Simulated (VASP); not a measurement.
Input of a VASP 6.6.1 run:

Contents of INCAR:

```
SYSTEM = CdS
ALGO = Normal
EDIFF = 1E-6
ENCUT = 520
GGA = PE
GGA_COMPAT = .FALSE.
ISIF = 2
ISMEAR = -1
LASPH = .TRUE.
LCHARG = .TRUE.
LORBIT = 11
LORBMOM = .TRUE.
LREAL = .FALSE.
LSORBIT = .TRUE.
LVHAR = .TRUE.
LWAVE = .FALSE.
MAGMOM = 0 0 0 0 0 0
NBANDS = 30
NELM = 150
PREC = Accurate
SIGMA = 0.02
```

The input KPOINTS:

```
k-points
0
G
  4 4 4
  0 0 0
```

POSCAR

```
CdS
1.0
    0.0000000000      2.9392148400      2.9392148400
    2.9392148400      0.0000000000      2.9392148400
    2.9392148400      2.9392148400      0.0000000000
Cd S
1 1
Direct
    0.0000000000      0.0000000000      0.0000000000
    0.2500000000      0.2500000000      0.2500000000
```

Potentials or basis: VASP PAW PBE potentials, release 64 (Cd, S).

Run with:

```console
$ cat potpaw_PBE.64/Cd/POTCAR potpaw_PBE.64/S/POTCAR > POTCAR
$ mpirun -np 1 vasp_ncl > vasp.out
```

Task: Estimate the net moment.

Result: 0.00 μB per cell.

Task: What does it give for the pressure?

Result: 1.8 GPa.

Moments on the atoms (μB; x, y, z):
```
Cd  0.00 0.00 0.00
S   0.00 0.00 0.00
```

Caveat: the k points lie up to 0.46 Å⁻¹ apart; the structure was generated, so it needn't be the stable form of CdS.
